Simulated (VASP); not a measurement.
# Sn (I4/mmm) in VASP: single point with r2SCAN

Aim: the single point of Sn with r2SCAN.

Everything below comes from runs of VASP 6.6.1. Logs are shortened: lines on timing, memory, paths and dates and some standing lists are left out, and cuts for length are marked.

### 1 The cell of the first run

It takes space group I4/mmm (No. 139, tetragonal). The conventional cell has a = 4.058 Å, b = 4.058 Å, c = 3.322 Å, α = 90.00°, β = 90.00°, γ = 90.00°. Within 4.4 Å of Sn (site symmetry 4/mmm) lie 14 Sn at 3.32 to 4.06 Å.

### 2 Single point, r2SCAN

File POSCAR:

```
Sn
1.0
   -2.0291894110      2.0291894110      1.6607599896
    2.0291894110     -2.0291894110      1.6607599896
    2.0291894110      2.0291894110     -1.6607599896
Sn
1
Direct
    0.0000000000      0.0000000000      0.0000000000
```

File INCAR.step1:

```
SYSTEM = Sn
PREC = Accurate ; ENCUT = 520
ISMEAR = 0 ; SIGMA = 0.1
LREAL = .FALSE. ; LASPH = .TRUE.
NELM = 100 ; NBANDS = 13
GGA = PE ; ALGO = Normal
EDIFF = 1E-4 ; LWAVE = .TRUE.
LCHARG = .FALSE.
```

File INCAR.step2:

```
SYSTEM = Sn
PREC = Accurate ; ENCUT = 520
EDIFF = 1E-6 ; ISMEAR = 0
SIGMA = 0.1 ; LREAL = .FALSE.
LASPH = .TRUE. ; NELM = 100
ALGO = Normal ; ISIF = 2
LWAVE = .FALSE. ; LCHARG = .TRUE.
METAGGA = R2SCAN ; LMIXTAU = .TRUE.
LELF = .TRUE. ; LVHAR = .TRUE.
NBANDS = 13 ; ISTART = 1
```

File KPOINTS:

```
Automatic mesh
0
G
  8 8 8
  0 0 0
```

Potentials or basis: VASP PAW PBE potentials, release 64 (Sn_d).

On the command line:

```sh
> cat potpaw_PBE.64/Sn_d/POTCAR > POTCAR
> cp INCAR.step1 INCAR
> mpirun -np 1 vasp_std > vasp.out
> cp INCAR.step2 INCAR
> mpirun -np 1 vasp_std > vasp.out
```

OUTCAR:

```text
SYSTEM = Sn
   PREC = Accurate
   ENCUT = 520
   EDIFF = 1E-6
   ISMEAR = 0
   LREAL = .FALSE.
   LASPH = .TRUE.
   NELM = 100
   ISIF = 2
   METAGGA = R2SCAN
   ISTART = 1

 ion  position               nearest neighbor table
   1  0.000  0.000  0.000-

  LATTYP: Found a body centered tetragonal cell.
 ALAT       =     4.0583788220
 C/A-ratio  =     0.8184351745

  Lattice vectors:

 A1 = (  -2.0291894110,   2.0291894110,   1.6607599896)
 A2 = (   2.0291894110,  -2.0291894110,   1.6607599896)
 A3 = (   2.0291894110,   2.0291894110,  -1.6607599896)

Analysis of symmetry for initial positions (statically):
=====================================================================
 Subroutine PRICEL returns:
 Original cell was already a primitive cell.

 Routine SETGRP: Setting up the symmetry group for a
 body centered tetragonal supercell.

 Subroutine GETGRP returns: Found 16 space group operations
 (whereof 16 operations were pure point group operations)
 out of a pool of 16 trial point group operations.

The static configuration has the point symmetry D_4h.

Analysis of symmetry for dynamics (positions and initial velocities):
=====================================================================
 Subroutine PRICEL returns:
 Original cell was already a primitive cell.

 Routine SETGRP: Setting up the symmetry group for a
 body centered tetragonal supercell.

 Subroutine GETGRP returns: Found 16 space group operations
 (whereof 16 operations were pure point group operations)
 out of a pool of 16 trial point group operations.

The dynamic configuration has the point symmetry D_4h.

 Subroutine INISYM returns: Found 16 space group operations
 (whereof 16 operations are pure point group operations),
 and found     1 'primitive' translations

----------------------------------------------------------------------------------------

                                     Primitive cell

  volume of cell :      27.3534

  direct lattice vectors                    reciprocal lattice vectors
    -2.029189411  2.029189411  1.660759990     0.000000000  0.246403809  0.301066983
     2.029189411 -2.029189411  1.660759990     0.246403809  0.000000000  0.301066983
     2.029189411  2.029189411 -1.660759990     0.246403809  0.246403809  0.000000000

  length of vectors
     3.315621069  3.315621069  3.315621069     0.389045197  0.389045197  0.348467608

  position of ions in fractional coordinates (direct lattice)
     0.000000000  0.000000000  0.000000000

  ion indices of the primitive-cell ions
   primitive index   ion index
                 1           1

----------------------------------------------------------------------------------------

 KPOINTS: Automatic mesh

Automatic generation of k-mesh.
 Grid dimensions read from file:
 generate k-points for:    8    8    8

 Generating k-lattice:

  Cartesian coordinates                     Fractional coordinates (reciprocal lattice)
     0.000000000  0.030800476  0.037633373     0.125000000  0.000000000  0.000000000
     0.030800476  0.000000000  0.037633373     0.000000000  0.125000000  0.000000000
     0.030800476  0.030800476  0.000000000     0.000000000  0.000000000  0.125000000

  Length of vectors
     0.048630650  0.048630650  0.043558451

  Shift w.r.t. Gamma in fractional coordinates (k-lattice)
     0.000000000  0.000000000  0.000000000

 Subroutine IBZKPT returns following result:
 ===========================================

 Found     59 irreducible k-points:

 Following reciprocal coordinates:
            Coordinates               Weight
  0.000000  0.000000  0.000000      1.000000
  0.125000  0.000000 -0.000000      8.000000
  0.250000  0.000000 -0.000000      8.000000
  0.375000  0.000000  0.000000      8.000000
  0.500000  0.000000 -0.000000      4.000000
  0.125000  0.125000 -0.000000      8.000000
[... 16 lines left out ...]
  0.250000  0.125000  0.125000     16.000000
  0.375000  0.125000  0.125000      8.000000
 [... further k-points ...]
   k-points           NKPTS =     59   k-points in BZ     NKDIM =     59   number of bands    NBANDS=     13
   number of dos      NEDOS =    301   number of ions     NIONS =      1
   total plane-waves  NPLWV =  21952
   dimension x,y,z NGX =    28 NGY =   28 NGZ =   28
   dimension x,y,z NGXF=    56 NGYF=   56 NGZF=   56
   ions per type =               1
   NGX,Y,Z   is equivalent  to a cutoff of  14.04, 14.04, 14.04 a.u.
   NGXF,Y,Z  is equivalent  to a cutoff of  28.08, 28.08, 28.08 a.u.
 SYSTEM =  Sn
   PREC   = accura    normal or accurate (medium, high low for compatibility)
   ISTART =      1    job   : 0-new  1-cont  2-samecut
   ICHARG =      0    charge: 1-file 2-atom 10-const
   ISPIN  =      1    spin polarized calculation?
   LNONCOLLINEAR =      F non collinear calculations
   LSORBIT =      F    spin-orbit coupling
   LASPH  =      T    aspherical Exc in radial PAW
   ENCUT  =  520.0 eV  38.22 Ry    6.18 a.u.   6.16  6.16  6.16*2*pi/ulx,y,z
   NELM   =    100;   NELMIN=  2; NELMDL=  0     # of ELM steps
   EDIFF  = 0.1E-05   stopping-criterion for ELM
   LREAL  =      F    real-space projection
[... 7 lines left out ...]
   TEBEG  =    0.0;   TEEND  =   0.0 temperature during run
   PSTRESS=    0.0 pullay stress
   NELECT =      14.0000    total number of electrons
   NUPDOWN=      -1.0000    fix difference up-down
   EMIN   =  10.00;   EMAX   =-10.00  energy-range for DOS
   EFERMI =   0.00;   METHOD = LEGACY
   ISMEAR =     0;   SIGMA  =   0.10  broadening in eV -4-tet -1-fermi 0-gaus
   EFERMI_NEDOS =   21; number of points for ismear=-14 and -15
   IALGO  =     38    algorithm
   IMIX   =      4    mixing-type and parameters
     AMIX     =   0.40;   BMIX     =  1.00
     AMIX_MAG =   1.60;   BMIX_MAG =  1.00
  volume/ion in A,a.u.               =      27.35       184.59
  Fermi-wavevector in a.u.,A,eV,Ry     =   1.309524  2.474642 23.331997  1.714853
  Thomas-Fermi vector in A             =   2.440117
   LORBIT       =      0    0 simple, 1 ext, 2 COOP (PROOUT), +10 PAW based schemes
   METAGGA = R2SCAN    functional components
   LHFCALC =     F    Hartree Fock is set to
   AEXX    =    0.0000 exact exchange contribution
   IVDW    =     0    specifies the selected vdW correction
   LEPSILON=     F    determine dielectric tensor
   LRPA    =     F    only Hartree local field effects (RPA)
 non-spin polarized calculation
 Gauss-broadening in eV      SIGMA  =   0.10
  energy-cutoff  :      520.00
  volume of cell :       27.35
 maximum number of plane-waves:       750
 NGX is ok and might be reduce to    28
   NGX = 13   NGY = 13   NGZ = 13

 number of electron      14.0000001 magnetization

 Free energy of the ion-electron system (eV)
  ---------------------------------------------------
  ext. energy  EPLUGINS =         0.00000000
  ---------------------------------------------------
  free energy    TOTEN  =       -24.53869005 eV

  energy without entropy =      -24.53510717  energy(sigma->0) =      -24.53689861

 E-fermi :   7.9850     XC(G=0): -11.2119

 val. band max:        7.9378898284   @ k =  -0.3750   0.3750   0.3750
 cond. band min:       7.9922268120   @ k =  -0.2500   0.3750   0.2500
 fundamental gap:      0.0543369837
 Fermi energy:         7.9850307750

 k-point     1 :       0.0000    0.0000    0.0000
  band No.  band energies     occupation
      1     -14.3430      2.00000
      2     -14.2584      2.00000
      3     -14.2584      2.00000
      4     -14.2536      2.00000
      5     -14.1332      2.00000
      6      -3.6837      2.00000
      7      15.0849      0.00000
      8      15.0849      0.00000
      9      17.8796      0.00000
     10      18.5386      0.00000
     11      20.2452      0.00000
     12      21.2206      0.00000
     13      21.2206      0.00000

 k-point     2 :       0.1250    0.0000   -0.0000
  band No.  band energies     occupation
      1     -14.3296      2.00000
      2     -14.2605      2.00000
      3     -14.2502      2.00000
      4     -14.2323      2.00000
      5     -14.1418      2.00000
      6      -3.2908      2.00000
      7      14.0038      0.00000
      8      14.1315      0.00000
      9      15.5620      0.00000
     10      18.9032      0.00000
     11      19.1730      0.00000
     12      20.5013      0.00000
     13      21.6163      0.00000

 k-point     3 :       0.2500    0.0000   -0.0000
  band No.  band energies     occupation
      1     -14.3355      2.00000
      2     -14.2719      2.00000
      3     -14.1908      2.00000
      4     -14.1794      2.00000
      5     -14.1594      2.00000
      6      -2.1077      2.00000
      7      10.4651      0.00000
      8      12.5026      0.00000
      9      13.6694      0.00000
     10      17.1267      0.00000
     11      17.3525      0.00000
     12      21.7256      0.00000
     13      23.4208      0.00000
[... 305 lines left out ...]
 k-point    23 :       0.2500    0.1250    0.1250
  band No.  band energies     occupation
      1     -14.3264      2.00000
      2     -14.2812      2.00000
      3     -14.1729      2.00000
      4     -14.1546      2.00000
      5     -14.1172      2.00000
      6       0.4278      2.00000
      7       6.6087      2.00000
      8       8.9346      0.00000
      9      10.3737      0.00000
     10      19.1961      0.00000
     11      20.2845      0.00000
     12      22.9233      0.00000
     13      24.0113      0.00000

 k-point    24 :       0.3750    0.1250    0.1250
  band No.  band energies     occupation
      1     -14.3332      2.00000
      2     -14.2791      2.00000
      3     -14.1759      2.00000
      4     -14.1280      2.00000
      5     -14.1110      2.00000
      6       2.3814      2.00000
      7       4.1604      2.00000
      8       8.7020      0.00000
      9       9.5663      0.00000
     10      19.4723      0.00000
     11      19.5399      0.00000
     12      23.3659      0.00000
     13      25.5475      0.00000

 [... further k-points ...]

------------------------ aborting loop because EDIFF is reached ----------------------------------------

  FORCE on cell =-STRESS in cart. coord.  units (eV):
  Direction    XX          YY          ZZ          XY          YZ          ZX
  --------------------------------------------------------------------------------------
  -------------------------------------------------------------------------------------
  Total        0.0297626      0.0297626     -0.3387550      0.0000000     -0.0000000      0.0000000
  in kB        1.7432883      1.7432883    -19.8419483      0.0000000     -0.0000000      0.0000000
  external PRESSURE =      -5.4517906 kB  Pullay stress =       0.0000000 kB

 VOLUME and BASIS-vectors are now :
 -----------------------------------------------------------------------------
  energy-cutoff  :      520.00
  volume of cell :       27.35
      direct lattice vectors                 reciprocal lattice vectors
    -2.029189411  2.029189411  1.660759990     0.000000000  0.246403809  0.301066983
     2.029189411 -2.029189411  1.660759990     0.246403809  0.000000000  0.301066983
     2.029189411  2.029189411 -1.660759990     0.246403809  0.246403809  0.000000000

 POSITION                                       TOTAL-FORCE (eV/Angst)
 -----------------------------------------------------------------------------------
      0.00000      0.00000      0.00000         0.000000     -0.000000      0.000000
 -----------------------------------------------------------------------------------
    total drift:                               -0.000000     -0.000000     -0.000000

  FREE ENERGIE OF THE ION-ELECTRON SYSTEM (eV)
  ---------------------------------------------------
  free  energy   TOTEN  =       -24.5386900478 eV

  energy  without entropy=      -24.5351071683  energy(sigma->0) =      -24.53689861
```

Run time: 72 s. Hardware: 1 thread of Intel Xeon Platinum 8488C (Sapphire Rapids), shared host; peak memory 0.17 GiB.

What came out:

| Property | Result |
| --- | --- |
| Free energy | -24.5387 eV |
| Pressure | -0.5 GPa |
| Band gap on the k mesh | zero (bands 7 and 8 overlap by 8.93 eV) |

Caveat: the PAW data sets were made with another functional, which shifts forces and pressure a little; spin-orbit coupling is left out, which moves the levels of the heavy elements.

The gap in the log of VASP goes by the Fermi energy; the results here count the filled bands.